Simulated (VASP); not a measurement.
A run of VASP 6.6.1 is set up as follows.

Contents of INCAR:

```
SYSTEM = Nb2Te6Mo
PREC     = Accurate       ! precision mode
ENCUT    = 600            ! plane-wave cutoff, eV
EDIFF    = 1E-7           ! SCF threshold, eV
ISMEAR   = 0              ! smearing method
SIGMA    = 0.1            ! smearing width, eV
LREAL    = .FALSE.        ! projectors in reciprocal space
LASPH    = .TRUE.         ! aspherical terms in the spheres
NELM     = 80             ! most SCF steps
ALGO     = Normal         ! electronic algorithm
ISIF     = 3              ! what is computed and relaxed
LWAVE    = .FALSE.        ! write WAVECAR
LCHARG   = .FALSE.        ! write CHGCAR
GGA      = PE             ! functional
IBRION   = 2              ! ionic algorithm
NSW      = 90             ! ionic steps
EDIFFG   = -0.04          ! ionic threshold
```

File KPOINTS:

```
regular mesh
0
G
  6 6 1
  0 0 0
```

The input POSCAR:

```
Nb2Te6Mo
1.0
    3.7237674800      0.0000000000      0.0000000000
   -1.8618837400      3.2248772400      0.0000000000
    0.0000000000      0.0000000000     21.4638403000
Nb Te Mo
2 6 1
Direct
    0.0000000000      0.0000000000      0.8333333300
    0.0000000000      0.0000000000      0.1666666700
    0.6666666700      0.3333333300      0.0818774100
    0.6666666700      0.3333333300      0.4152107400
    0.6666666700      0.3333333300      0.7485440800
    0.3333333300      0.6666666700      0.9181225900
    0.3333333300      0.6666666700      0.2514559200
    0.3333333300      0.6666666700      0.5847892600
    0.0000000000      0.0000000000      0.5000000000
```

Potentials or basis: VASP PAW PBE potentials, release 64 (Nb_sv, Te, Mo_sv).

Launch:

```console
$ cat potpaw_PBE.64/Nb_sv/POTCAR potpaw_PBE.64/Te/POTCAR potpaw_PBE.64/Mo_sv/POTCAR > POTCAR
$ mpirun -np 1 vasp_std > vasp.out
```

Problem. Predict the relaxed volume.

Solution. 27.88 Å³/atom.

Problem. What does it give for the band gap on the k mesh?

Solution. Zero (bands 38 and 39 overlap by 0.78 eV).

Problem. What does it give for the space group after relaxing (to 0.1 Å)?

Solution. P-3m1 (No. 164).

Problem. Estimate the relaxed cell.

Solution. a = 3.633 Å, b = 3.633 Å, c = 21.949 Å, α = 90.00°, β = 90.00°, γ = 120.00°.

Step by step:
| step | energy change (eV) | largest force (eV/Å) | pressure (GPa) | volume (Å³) |
| --- | --- | --- | --- | --- |
| 1 | 0.0000 | 0.5813 | -2.24 | 257.75 |
| 2 | -0.0441 | 0.6387 | 2.60 | 243.06 |
| 3 | -0.0845 | 0.3850 | 0.48 | 248.88 |
| 4 | -0.1321 | 0.0995 | 0.22 | 247.89 |
| 5 | -0.1375 | 0.0416 | 0.12 | 247.40 |
| 6 | -0.1375 | 0.0431 | 0.11 | 247.37 |
| 7 | -0.1383 | 0.0599 | -0.03 | 248.06 |
| 8 | -0.1388 | 0.0877 | -0.24 | 249.12 |
| 9 | -0.1390 | 0.0852 | -0.24 | 249.20 |
| 10 | -0.1398 | 0.0773 | -0.22 | 249.45 |
| 11 | -0.1411 | 0.0619 | -0.18 | 249.95 |
| 12 | -0.1429 | 0.0309 | -0.11 | 250.95 |

Caveat: spin-orbit coupling is left out, which moves the levels of the heavy elements; this functional lacks dispersion, which binds layers or chains, so the pressure and a relaxed spacing across them are unreliable.
